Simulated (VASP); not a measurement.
Crystal: CuO.

```xyz
4
Lattice="1.9113 -2.0674 0.0000 1.9113 2.0674 0.0000 0.0000 0.0000 5.1559" Properties=species:S:1:pos:R:3 pbc="T T T"
Cu    0.9557   -1.0337    0.0000
Cu    0.9557    1.0337    2.5780
O     1.9113    0.0000    1.2890
O     1.9113    0.0000    3.8669
```

Base run:

```yaml
Program: VASP 6.6.1
Functional: PBEsol
Potentials_or_basis: VASP PAW PBE potentials, release 64 (Cu, O)
Cutoff: 520 eV
k_mesh: 8 × 8 × 5
Occupations: fermi-dirac, width 0.05 eV
Spin: no spin polarisation
```

Its results: band gap on the k mesh zero (band 17 reaches 6.35 eV, above the bottom of band 18 at 5.47 eV); pressure 7.0 GPa.

Question: The run is repeated on the same cell with these changes: functional from PBEsol to PBE. What comes out?

Answer: Band gap on the k mesh zero (band 17 reaches 6.52 eV, above the bottom of band 18 at 5.65 eV); pressure 15.7 GPa.

PBE binds less tightly than PBEsol, so the same cell stands under more pressure.

Caveats: semilocal functionals often make such compounds metallic where correlation or magnetic order opens a gap, which also shifts bond lengths; the PAW data sets were made with another functional, which shifts forces and pressure a little (some runs).
